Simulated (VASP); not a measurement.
Set up this calculation in VASP 6.6.1, as the native input.

```
Task                   : single point
Functional             : PBE
Potentials or basis    : VASP PAW PBE potentials, release 64 (Co, Si, Ge_d)
Cutoff                 : 520 eV
k mesh                 : 4 × 4 × 4
Occupations            : gaussian, width 0.1 eV
Spin                   : collinear spin, ferromagnetic start
Starting moments       : [3.0, 0.0, 0.0, 0.0, 0.0] μB
Dipole correction      : no
Further INCAR settings : ALGO = Normal; EDIFF = 1e-07; NBANDS = 40
```

The structure of CoSiGe3 lies in POSCAR:

```
CoSiGe3
1.0
    4.7502136640      0.0000000000      0.0000000000
    0.0000000000      4.7502136640      0.0000000000
    0.0000000000      0.0000000000      4.7502136640
Co Si Ge
1 1 3
Direct
    0.0000000000      0.0000000000      0.0000000000
    0.5000000000      0.5000000000      0.5000000000
    0.0000000000      0.5000000000      0.5000000000
    0.5000000000      0.5000000000      0.0000000000
    0.5000000000      0.0000000000      0.5000000000
```

The cell was built from a structure type or drawn by symmetry, and may not be a known phase.

One way to write it, as run:

INCAR

```
PREC = Accurate ; ENCUT = 520
EDIFF = 1E-7 ; ISMEAR = 0
SIGMA = 0.1 ; LREAL = False
LASPH = True ; NELM = 150
ALGO = Normal ; ISIF = 2
LWAVE = False ; LCHARG = True
ISPIN = 2 ; MAGMOM = 3 0 0 0 0
LORBIT = 11 ; LMAXMIX = 4
GGA = PE ; LELF = True
LVHAR = True ; NBANDS = 40
```

KPOINTS

```
Automatic mesh
0
Gamma
  4 4 4
```

Potentials or basis: VASP PAW PBE potentials, release 64 (Co, Si, Ge_d).

Command:

```console
$ cat potpaw_PBE.64/Co/POTCAR potpaw_PBE.64/Si/POTCAR potpaw_PBE.64/Ge_d/POTCAR > POTCAR
$ mpirun -np 1 vasp_std > vasp.out
```

Results of the run:

```yaml
Pressure: 0.0 GPa
Net_moment: 1.72 μB per cell
Site_moments: Co +1.91; Si +0.00; Ge -0.03 μB
Valence_electrons_inside_the_program's_atomic_spheres: Co 7.63; Si 1.70; Ge 12.24
```

It took 73 s on 1 thread of Intel(R) Xeon(R) Platinum 8488C (Sapphire Rapids), on a shared host, peak memory 0.27 GiB.
